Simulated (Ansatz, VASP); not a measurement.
# TiSi4Mo: VASP beside Ansatz

```
Ti Si Mo
1.0
    -2.34797   -4.14198   -0.00019
    -2.34645   -0.00103   -4.28229
     4.68938   -4.13832   -4.28139
Ti Si Mo
2 8 2
Direct
  0.87495 0.87503 0.62498
  0.37498 0.37502 0.12497
  0.73965 0.42022 0.57990
  0.23963 0.92020 0.07991
  0.76042 0.07987 0.92022
  0.26042 0.57989 0.42021
  0.85430 0.54840 0.95145
  0.35432 0.04839 0.45145
  0.39572 0.70140 0.79845
  0.89572 0.20141 0.29845
  0.24995 0.25008 0.75001
  0.74995 0.75008 0.25001
```

Change from the starting cell: cell x2, atoms moved at random (sigma 0.05 Å) and cell strained at random (1.5 %), then relaxed without symmetry.

Alike in both runs: functional PBE; k mesh 6 × 6 × 4; occupations gaussian, width 0.2 eV; no spin polarisation.

Ansatz relaxed the structure, and its values are those at the end. VASP's run is a single point on that final structure, the one shown.

```csv
,VASP,Ansatz
version,VASP 6.6.1,Ansatz 0.2.0
potentials or method,"VASP PAW PBE potentials, release 64 (Ti_sv, Si, Mo_sv), cutoff 520 eV","scalar-relativistic, plane waves, PAW"
valence electrons in the cell,84,84
```

```csv
,VASP,Ansatz,Ansatz less VASP
gap on the k mesh at the Fermi level (eV),none,none,-
pressure (GPa),0.0,0.0,-0.03
rms of the force components (eV/Å),0.003,0.003,+0.0001
```

A gap of «none» marks a metal or a gap that the smearing closes.
